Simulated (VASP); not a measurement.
Wanted: the native input for a VASP 6.6.1 run.

- Task: electric field gradients
- Functional: LDA
- Potentials or basis: VASP PAW LDA potentials, release 64 (Zr_sv, N)
- Cutoff: 520 eV
- k mesh: 9 × 9 × 9
- Occupations: fermi-dirac, width 0.03 eV
- Spin: no spin polarisation
- Dipole correction: no
- Further INCAR settings: ALGO = Normal; EDIFF = 1e-08; NBANDS = 16

The structure of ZrN lies in POSCAR:

```
ZrN
1.0
    0.0000000000      2.3290301974      2.3290301974
    2.3290301974      0.0000000000      2.3290301974
    2.3290301974      2.3290301974      0.0000000000
Zr N
1 1
Direct
    0.0000000000      0.0000000000      0.0000000000
    0.5000000000      0.5000000000      0.5000000000
```

This cell differs from its parent crystal: volume scaled by 1.06.

These files were run (other wordings do the same):

INCAR

```
SYSTEM = ZrN
PREC = Accurate ; ENCUT = 520
EDIFF = 1E-8 ; ISMEAR = -1
SIGMA = 0.03 ; LREAL = .False.
LASPH = .True. ; NELM = 120
ALGO = Normal ; ISIF = 2
LWAVE = .False. ; LCHARG = .False.
GGA = CA ; LEFG = .True.
NBANDS = 16 ; GGA_COMPAT = .False.
```

KPOINTS

```
Automatic mesh
0
Gamma
  9 9 9
  0 0 0
```

Potentials or basis: VASP PAW LDA potentials, release 64 (Zr_sv, N).

The run is started by

```console
$ cat potpaw_LDA.64/Zr_sv/POTCAR potpaw_LDA.64/N/POTCAR > POTCAR
$ mpirun -np 1 vasp_std > vasp.out
```

Results of the run:

- Pressure: -19.9 GPa

Caveat: without QUAD_EFG the Cq values of the log hold for a quadrupole moment of 1 mb, not for the nuclei.

It used 18 s of CPU time on 1 thread of Intel Xeon 8259CL, on a shared host.
